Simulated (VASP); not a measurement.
A run of VASP 6.6.1 is set up as follows.

INCAR

```
ALGO = Normal
EDIFF = 1E-7
ENCUT = 520
GGA = PE
ISIF = 2
ISMEAR = 0
LASPH = T
LCHARG = F
LREAL = F
LWAVE = F
NBANDS = 16
NELM = 80
PREC = Accurate
SIGMA = 0.05
```

KPOINTS

```
k-points
0
Gamma
  12 12 6
```

Contents of POSCAR:

```
SiC
1.0
    3.0917664073      0.0000000000      0.0000000000
   -1.5458832036      2.6775482513      0.0000000000
    0.0000000000      0.0000000000      5.2769820245
Si C
2 2
Direct
    0.3333333333      0.6666666667      0.0045635313
    0.6666666667      0.3333333333      0.5045635313
    0.3333333333      0.6666666667      0.3804364687
    0.6666666667      0.3333333333      0.8804364687
```

Potentials or basis: VASP PAW PBE potentials, release 64 (Si, C).

Run with:

```console
$ cat potpaw_PBE.64/Si/POTCAR potpaw_PBE.64/C/POTCAR > POTCAR
$ mpirun -np 1 vasp_std > vasp.out
```

Task: Predict the band gap on the k mesh.

Result: 2.23 eV (least direct gap 4.20 eV).

Task: What does it give for the pressure?

Result: -7.2 GPa.

Task: What does it give for the largest force?

Result: 0.190 eV/Å.

Stress tensor (GPa, compression positive):
```
 -1.10   0.00   0.00
  0.00  -1.10   0.00
  0.00   0.00 -19.48
```

Caveat: the cell differs from its parent crystal (strain +0.000 along x and y, +0.040 along z); the cell stands under tension. A k mesh can miss the band edges.
